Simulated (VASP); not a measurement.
Set up this calculation in VASP 6.6.1, as the native input.

| Property | Result |
| --- | --- |
| Task | single point |
| Functional | LDA |
| Potentials or basis | VASP PAW LDA potentials, release 64 (Be) |
| Cutoff | 520 eV |
| k mesh | 4 × 4 × 7 |
| Occupations | gaussian, width 0.1 eV |
| Spin | no spin polarisation |
| Dipole correction | no |
| Further INCAR settings | ALGO = Normal; EDIFF = 1e-06; NBANDS = 12 |

The structure of Be lies in POSCAR:

```
Be
1.0
    3.7507200000      0.0584600000     -0.0113600000
    0.0584600000      3.7433900000      0.0045400000
   -0.0069200000      0.0027600000      2.2590000000
Be
4
Direct
    0.2950100000      0.3054400000      0.9947400000
    0.6954300000      0.7011800000      0.0039500000
    0.1962100000      0.8033200000      0.5064000000
    0.7964532684      0.2111266630      0.5019146022
```

These files were run (other wordings do the same):

INCAR

```
  PREC = Accurate
  ENCUT = 520
  EDIFF = 1E-6
  ISMEAR = 0
  SIGMA = 0.1
  LREAL = F
  LASPH = T
  NELM = 60
  ALGO = Normal
  ISIF = 2
  LWAVE = F
  LCHARG = F
  GGA = CA
  NBANDS = 12
```

KPOINTS

```
Automatic mesh
0
Gamma
  4 4 7
```

Potentials or basis: VASP PAW LDA potentials, release 64 (Be).

The run is started by

```sh
$ cat potpaw_LDA.64/Be/POTCAR > POTCAR
$ mpirun -np 1 vasp_std > vasp.out
```

It gave:

```yaml
Pressure: -3.0 GPa
Largest_force: 0.280 eV/Å
Band_gap_on_the_k_mesh: zero (band 4 reaches 7.38 eV, above the bottom of band 5 at 5.59 eV)
```

Caveat: the k points lie up to 0.42 Å⁻¹ apart.

It took 7.4 s on 1 thread of AMD EPYC 9R45 96-Core Processor (Zen 5), with other jobs on the host, peak memory 0.1 GiB.
